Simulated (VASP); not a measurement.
# B2P (Pnnm) in VASP: further runs

B2P is run at these levels: PBE; tasks: relaxation of cell and atoms, single point.

Program: VASP 6.6.1. These are calculated values, not measurements. Logs are shortened: lines on timing, memory, paths and dates and some standing lists are left out, and cuts for length are marked.

### Step 1. The cell of the first run

Symmetry: Pnnm, No. 58, orthorhombic system. The conventional cell has a = 3.899 Å, b = 4.758 Å, c = 2.970 Å, α = 90.00°, β = 90.00°, γ = 90.00°. B (site symmetry m) has 1 B at 1.94 Å and 3 P at 1.96 to 1.98 Å within 2.6 Å. P (site symmetry 2/m) has 6 B at 1.96 to 1.98 Å within 2.6 Å.

### Step 2. Relaxation of cell and atoms, PBE

File INCAR:

```
SYSTEM = B2P
PREC = Accurate ; ENCUT = 600
EDIFF = 1E-6 ; ISMEAR = 0
SIGMA = 0.1 ; LREAL = .False.
LASPH = .True. ; NELM = 80
ALGO = Normal ; ISIF = 3
LWAVE = .False. ; LCHARG = .False.
GGA = PE ; IBRION = 2
NSW = 90 ; EDIFFG = -0.04
```

File KPOINTS:

```
Automatic mesh
0
Gamma
  4 4 6
  0 0 0
```

File POSCAR:

```
B2P
1.0
    3.8986838421      0.0000000000      0.0000000000
    0.0000000000      4.7583135423      0.0000000000
    0.0000000000      0.0000000000      2.9704592006
B P
4 2
Direct
    0.2004000000      0.3787000000      0.0000000000
    0.7996000000      0.6213000000      0.0000000000
    0.7004000000      0.1213000000      0.5000000000
    0.2996000000      0.8787000000      0.5000000000
    0.0000000000      0.0000000000      0.0000000000
    0.5000000000      0.5000000000      0.5000000000
```

Potentials or basis: VASP PAW PBE potentials, release 64 (B, P).

Started as:

```sh
cat potpaw_PBE.64/B/POTCAR potpaw_PBE.64/P/POTCAR > POTCAR
mpirun -np 1 vasp_std > vasp.out
```

OUTCAR:

```text
SYSTEM = B2P
   PREC = Accurate
   ENCUT = 600
   EDIFF = 1E-6
   ISMEAR = 0
   LREAL = .False.
   LASPH = .True.
   NELM = 80
   ISIF = 3
   GGA = PE
   IBRION = 2
   NSW = 90
   EDIFFG = -0.04

 ion  position               nearest neighbor table
   1  0.200  0.379  0.000-   2 1.94   5 1.96   6 1.98   6 1.98
   2  0.800  0.621  0.000-   1 1.94   5 1.96   6 1.98   6 1.98
   3  0.700  0.121  0.500-   4 1.94   6 1.96   5 1.98   5 1.98
   4  0.300  0.879  0.500-   3 1.94   6 1.96   5 1.98   5 1.98
   5  0.000  0.000  0.000-   1 1.96   2 1.96   3 1.98   4 1.98   3 1.98   4 1.98
   6  0.500  0.500  0.500-   3 1.96   4 1.96   1 1.98   2 1.98   1 1.98   2 1.98

  LATTYP: Found a simple orthorhombic cell.
 ALAT       =     2.9704592006
 B/A-ratio  =     1.3124852350
 C/A-ratio  =     1.6018781006

  Lattice vectors:

 A1 = (   0.0000000000,   0.0000000000,   2.9704592006)
 A2 = (   3.8986838421,   0.0000000000,   0.0000000000)
 A3 = (   0.0000000000,   4.7583135423,   0.0000000000)

Analysis of symmetry for initial positions (statically):
=====================================================================
 Subroutine PRICEL returns:
 Original cell was already a primitive cell.

 Routine SETGRP: Setting up the symmetry group for a
 simple orthorhombic supercell.

 Subroutine GETGRP returns: Found  8 space group operations
 (whereof  4 operations were pure point group operations)
 out of a pool of  8 trial point group operations.

The static configuration has the point symmetry C_2h.
 The point group associated with its full space group is D_2h.

Analysis of symmetry for dynamics (positions and initial velocities):
=====================================================================
 Subroutine PRICEL returns:
 Original cell was already a primitive cell.

 Routine SETGRP: Setting up the symmetry group for a
 simple orthorhombic supercell.

 Subroutine GETGRP returns: Found  8 space group operations
 (whereof  4 operations were pure point group operations)
 out of a pool of  8 trial point group operations.

The dynamic configuration has the point symmetry C_2h.
 The point group associated with its full space group is D_2h.

 Subroutine INISYM returns: Found  8 space group operations
 (whereof  4 operations are pure point group operations),
 and found     1 'primitive' translations

----------------------------------------------------------------------------------------

                                     Primitive cell

  volume of cell :      55.1055

  direct lattice vectors                    reciprocal lattice vectors
[... 113 lines left out ...]
   IMIX   =      4    mixing-type and parameters
     AMIX     =   0.40;   BMIX     =  1.00
     AMIX_MAG =   1.60;   BMIX_MAG =  1.00
  volume/ion in A,a.u.               =       9.18        61.98
  Fermi-wavevector in a.u.,A,eV,Ry     =   1.205455  2.277979 19.770907  1.453121
  Thomas-Fermi vector in A             =   2.341150
   LORBIT       =      0    0 simple, 1 ext, 2 COOP (PROOUT), +10 PAW based schemes
   GGA     = PE    functional components
   LHFCALC =     F    Hartree Fock is set to
   AEXX    =    0.0000 exact exchange contribution
   IVDW    =     0    specifies the selected vdW correction
   LEPSILON=     F    determine dielectric tensor
   LRPA    =     F    only Hartree local field effects (RPA)
 conjugate gradient relaxation of ions
 non-spin polarized calculation
 Gauss-broadening in eV      SIGMA  =   0.10
  energy-cutoff  :      600.00
  volume of cell :       55.11
 maximum number of plane-waves:      1860
 NGX is ok and might be reduce to    32
   NGX = 15   NGY = 19   NGZ = 11

--------------------------------------- Ionic step        1  -------------------------------------------

 number of electron      22.0000000 magnetization

 Free energy of the ion-electron system (eV)
  ---------------------------------------------------
  ext. energy  EPLUGINS =         0.00000000
  ---------------------------------------------------
  free energy    TOTEN  =       -32.14220650 eV

  energy without entropy =      -32.12729523  energy(sigma->0) =      -32.13475087

------------------------ aborting loop because EDIFF is reached ----------------------------------------

  FORCE on cell =-STRESS in cart. coord.  units (eV):
  Direction    XX          YY          ZZ          XY          YZ          ZX
  --------------------------------------------------------------------------------------
  -------------------------------------------------------------------------------------
  Total        2.2250136      7.4530816      9.4982109      0.0000000      0.0000000      0.0000000
  in kB       64.6917021    216.6964480    276.1580615      0.0000000      0.0000000      0.0000000
  external PRESSURE =     185.8487372 kB  Pullay stress =       0.0000000 kB
[... 307 lines left out ...]
--------------------------------------- Ionic step        9  -------------------------------------------

 number of electron      22.0000001 magnetization

 Free energy of the ion-electron system (eV)
  ---------------------------------------------------
  ext. energy  EPLUGINS =         0.00000000
  ---------------------------------------------------
  free energy    TOTEN  =       -33.36927908 eV

  energy without entropy =      -33.35474762  energy(sigma->0) =      -33.36201335

 E-fermi :   7.5926     XC(G=0): -11.3264

 val. band max:        7.4830128388   @ k =   0.0000   0.2500   0.3333
 cond. band min:       7.5995185417   @ k =   0.2500   0.0000   0.0000
 fundamental gap:      0.1165057029
 Fermi energy:         7.5926069553

 k-point     1 :       0.0000    0.0000    0.0000
  band No.  band energies     occupation
      1      -8.2569      2.00000
      2      -4.6011      2.00000
      3      -1.6049      2.00000
      4       0.2350      2.00000
      5       0.4332      2.00000
      6       3.6194      2.00000
      7       3.7352      2.00000
      8       3.8204      2.00000
      9       4.4810      2.00000
     10       6.0768      2.00000
     11       6.6585      2.00000
     12       9.4433      0.00000
     13      10.0913      0.00000
     14      10.5592      0.00000
[... 401 lines left out ...]
      2      -4.9332      2.00000
      3      -1.3135      2.00000
      4      -1.3135      2.00000
      5       0.1537      2.00000
      6       0.1537      2.00000
      7       2.8181      2.00000
      8       2.8181      2.00000
      9       3.6177      2.00000
     10       3.6177      2.00000
     11       7.6145      0.75676
     12       7.6145      0.75676
     13       9.7439      0.00000
     14       9.7439      0.00000
     15      13.2429      0.00000

 [... further k-points ...]
[... 5 lines left out ...]
  --------------------------------------------------------------------------------------
  -------------------------------------------------------------------------------------
  Total        0.1992297      0.0182562      0.0222558      0.0000000      0.0000000      0.0000000
  in kB        5.2426045      0.4804017      0.5856470      0.0000000      0.0000000      0.0000000
  external PRESSURE =       2.1028844 kB  Pullay stress =       0.0000000 kB
[... 21 lines left out ...]
  FREE ENERGIE OF THE ION-ELECTRON SYSTEM (eV)
  ---------------------------------------------------
  free  energy   TOTEN  =       -33.3692790833 eV

  energy  without entropy=      -33.3547476163  energy(sigma->0) =      -33.36201335

 reached required accuracy - stopping structural energy minimisation
```

CONTCAR:

```text
B2P
   1.00000000000000
     3.9651670271804518    0.0000000000000000    0.0000000000000000
    -0.0000000000000000    4.9403374117792147    0.0000000000000000
     0.0000000000000000    0.0000000000000000    3.1081321476784480
  B               P
     4     2
Direct
     0.1714682527862412    0.3995510615015772    0.0000000000000000
     0.8285317472137590    0.6004489384984227    0.0000000000000000
     0.6714682527862411    0.1004489384984228    0.5000000000000000
     0.3285317472137588    0.8995510615015773    0.5000000000000000
     0.0000000000000000    0.0000000000000000    0.0000000000000000
     0.5000000000000000    0.5000000000000000    0.5000000000000000

  0.00000000E+00  0.00000000E+00  0.00000000E+00
  0.00000000E+00  0.00000000E+00  0.00000000E+00
  0.00000000E+00  0.00000000E+00  0.00000000E+00
  0.00000000E+00  0.00000000E+00  0.00000000E+00
  0.00000000E+00  0.00000000E+00  0.00000000E+00
  0.00000000E+00  0.00000000E+00  0.00000000E+00
```

It took 69 s on 1 thread of AMD EPYC 9R45 (Zen 5), shared host; peak memory 0.16 GiB.

What came out:

```
Free energy                            : -33.3693 eV
Relaxed volume                         : 10.15 Å³/atom
Relaxed cell                           : a = 3.965 Å, b = 4.940 Å, c = 3.108 Å, α = 90.00°, β = 90.00°, γ = 90.00°
Space group after relaxing (to 0.05 Å) : Pnnm (No. 58)
Energy gained by relaxing              : 204.5 meV/atom
Ionic steps                            : 9
Pressure after relaxing                : 0.2 GPa
Largest force after relaxing           : 0.023 eV/Å
Band gap on the k mesh                 : zero (band 11 reaches 8.64 eV, above the bottom of band 12 at 5.55 eV)
```

Forces in eV/Å, atoms in the order of the input:
```
B    0.004 -0.023  0.000
B   -0.004  0.023  0.000
B    0.004  0.023  0.000
B   -0.004 -0.023  0.000
P    0.000  0.000  0.000
P    0.000  0.000  0.000
```

Stress tensor (GPa, compression positive):
```
0.52 0.00 0.00
0.00 0.05 0.00
0.00 0.00 0.06
```

The path:
```tsv
step	energy change (eV)	largest force (eV/Å)	pressure (GPa)	volume (Å³)
1	0.0000	2.3366	18.58	55.11
2	-1.0593	0.9225	-8.34	63.99
3	-1.0611	1.0213	-7.48	63.52
4	-1.1310	1.1639	1.66	60.86
5	-1.1983	0.1838	-2.45	61.88
6	-1.2164	0.1314	0.43	60.68
7	-1.2165	0.1360	0.60	60.61
8	-1.2221	0.0794	0.48	60.70
9	-1.2271	0.0231	0.21	60.89
```

Final structure:
```yaml
crystal:
  lattice:
    - [3.96517, 0.00000, 0.00000]
    - [0.00000, 4.94034, 0.00000]
    - [0.00000, 0.00000, 3.10813]
  atoms:
    - { symbol: B, position: [0.17147, 0.39955, 0.00000] }
    - { symbol: B, position: [0.82853, 0.60045, 0.00000] }
    - { symbol: B, position: [0.67147, 0.10045, 0.50000] }
    - { symbol: B, position: [0.32853, 0.89955, 0.50000] }
    - { symbol: P, position: [0.00000, 0.00000, 0.00000] }
    - { symbol: P, position: [0.50000, 0.50000, 0.50000] }
```

Caveat: the k points lie up to 0.40 Å⁻¹ apart in the final cell.

### Step 3. Single point, PBE

This run uses another cell than the first one, of 10.13 Å³/atom, 1.103 times its volume.

File INCAR:

```
SYSTEM = B2P
  PREC = Accurate
  ENCUT = 520
  EDIFF = 1E-6
  ISMEAR = 0
  SIGMA = 0.1
  LREAL = .False.
  LASPH = .True.
  NELM = 100
  ALGO = Normal
  ISIF = 2
  LWAVE = .False.
  LCHARG = .False.
  GGA = PE
  NBANDS = 20
```

File KPOINTS:

```
Automatic mesh
0
Gamma
  10 8 12
  0 0 0
```

File POSCAR:

```
B2P
1.0
    3.9809702539      0.0000000000      0.0000000000
    0.0000000000      4.9373886177      0.0000000000
    0.0000000000      0.0000000000      3.0929228483
B P
4 2
Direct
    0.1696252410      0.3980337213      0.0000000000
    0.8303747590      0.6019662787      0.0000000000
    0.6696252410      0.1019662787      0.5000000000
    0.3303747590      0.8980337213      0.5000000000
    0.0000000000      0.0000000000      0.0000000000
    0.5000000000      0.5000000000      0.5000000000
```

Potentials or basis: VASP PAW PBE potentials, release 64 (B, P).

Started as:

```sh
cat potpaw_PBE.64/B/POTCAR potpaw_PBE.64/P/POTCAR > POTCAR
mpirun -np 1 vasp_std > vasp.out
```

OUTCAR:

```text
SYSTEM = B2P
   PREC = Accurate
   ENCUT = 520
   EDIFF = 1E-6
   ISMEAR = 0
   LREAL = .False.
   LASPH = .True.
   NELM = 100
   ISIF = 2
   GGA = PE

 ion  position               nearest neighbor table
   1  0.170  0.398  0.000-   2 1.68   5 2.08   6 2.09   6 2.09
   2  0.830  0.602  0.000-   1 1.68   5 2.08   6 2.09   6 2.09
   3  0.670  0.102  0.500-   4 1.68   6 2.08   5 2.09   5 2.09
   4  0.330  0.898  0.500-   3 1.68   6 2.08   5 2.09   5 2.09
   5  0.000  0.000  0.000-   1 2.08   2 2.08   3 2.09   4 2.09   3 2.09   4 2.09
   6  0.500  0.500  0.500-   3 2.08   4 2.08   1 2.09   2 2.09   1 2.09   2 2.09

  LATTYP: Found a simple orthorhombic cell.
 ALAT       =     3.0929228483
 B/A-ratio  =     1.2871223917
 C/A-ratio  =     1.5963503973

  Lattice vectors:

 A1 = (   0.0000000000,   0.0000000000,   3.0929228483)
 A2 = (   3.9809702539,   0.0000000000,   0.0000000000)
 A3 = (   0.0000000000,   4.9373886177,   0.0000000000)

Analysis of symmetry for initial positions (statically):
=====================================================================
 Subroutine PRICEL returns:
 Original cell was already a primitive cell.

 Routine SETGRP: Setting up the symmetry group for a
[... 177 lines left out ...]
  energy without entropy =      -33.40801425  energy(sigma->0) =      -33.41296269

 E-fermi :   7.4906     XC(G=0): -11.3375

 val. band max:        7.4856109405   @ k =   0.1000   0.2500   0.0833
 cond. band min:       7.4916760129   @ k =   0.2000   0.0000   0.1667
 fundamental gap:      0.0060650724
 Fermi energy:         7.4905953234

 k-point     1 :       0.0000    0.0000    0.0000
  band No.  band energies     occupation
      1      -8.2548      2.00000
      2      -4.5885      2.00000
      3      -1.6295      2.00000
      4       0.2109      2.00000
      5       0.3724      2.00000
      6       3.7444      2.00000
[... 541 lines left out ...]
     19      15.8200      0.00000
     20      15.8200      0.00000

 [... further k-points ...]
[... 5 lines left out ...]
  --------------------------------------------------------------------------------------
  -------------------------------------------------------------------------------------
  Total       -0.0431385     -0.0585236     -0.0873088     -0.0000000      0.0000000      0.0000000
  in kB       -1.1368942     -1.5423615     -2.3009820     -0.0000000      0.0000000      0.0000000
  external PRESSURE =      -1.6600792 kB  Pullay stress =       0.0000000 kB

 VOLUME and BASIS-vectors are now :
 -----------------------------------------------------------------------------
  energy-cutoff  :      520.00
  volume of cell :       60.79
      direct lattice vectors                 reciprocal lattice vectors
     3.980970254  0.000000000  0.000000000     0.251195044  0.000000000  0.000000000
     0.000000000  4.937388618  0.000000000     0.000000000  0.202536214  0.000000000
     0.000000000  0.000000000  3.092922848     0.000000000  0.000000000  0.323318766

 POSITION                                       TOTAL-FORCE (eV/Angst)
 -----------------------------------------------------------------------------------
      0.67527      1.96525      0.00000         0.011731     -0.009204      0.000000
      3.30570      2.97214      0.00000        -0.011731      0.009204      0.000000
      2.66576      0.50345      1.54646         0.011731      0.009204      0.000000
      1.31521      4.43394      1.54646        -0.011731     -0.009204      0.000000
      0.00000      0.00000      0.00000         0.000000      0.000000      0.000000
      1.99049      2.46869      1.54646         0.000000      0.000000      0.000000
 -----------------------------------------------------------------------------------
    total drift:                               -0.000000      0.000000     -0.000000

  FREE ENERGIE OF THE ION-ELECTRON SYSTEM (eV)
  ---------------------------------------------------
  free  energy   TOTEN  =       -33.4179111273 eV

  energy  without entropy=      -33.4080142549  energy(sigma->0) =      -33.41296269
```

stdout:

```text
POSCAR found type information on POSCAR B P
 POSCAR found :  2 types and       6 ions
 scaLAPACK will be used
 LDA part: xc-table for (Slater+PW92), standard interpolation
 POSCAR, INCAR and KPOINTS ok, starting setup
 FFT: planning ... GRIDC
 FFT: planning ... GRID_SOFT
 FFT: planning ... GRID
 WAVECAR not read
 entering main loop
```

Wall time 84 s (1 thread of AMD EPYC 9R45 (Zen 5), shared host); peak memory 0.29 GiB.

What came out:

```
Free energy            : -33.4179 eV
Pressure               : -0.2 GPa
Largest force          : 0.015 eV/Å
Band gap on the k mesh : zero (band 11 reaches 8.67 eV, above the bottom of band 12 at 5.54 eV)
```

Forces on the atoms (eV/Å):
```
B    0.012 -0.009  0.000
B   -0.012  0.009  0.000
B    0.012  0.009  0.000
B   -0.012 -0.009  0.000
P    0.000  0.000  0.000
P    0.000  0.000  0.000
```
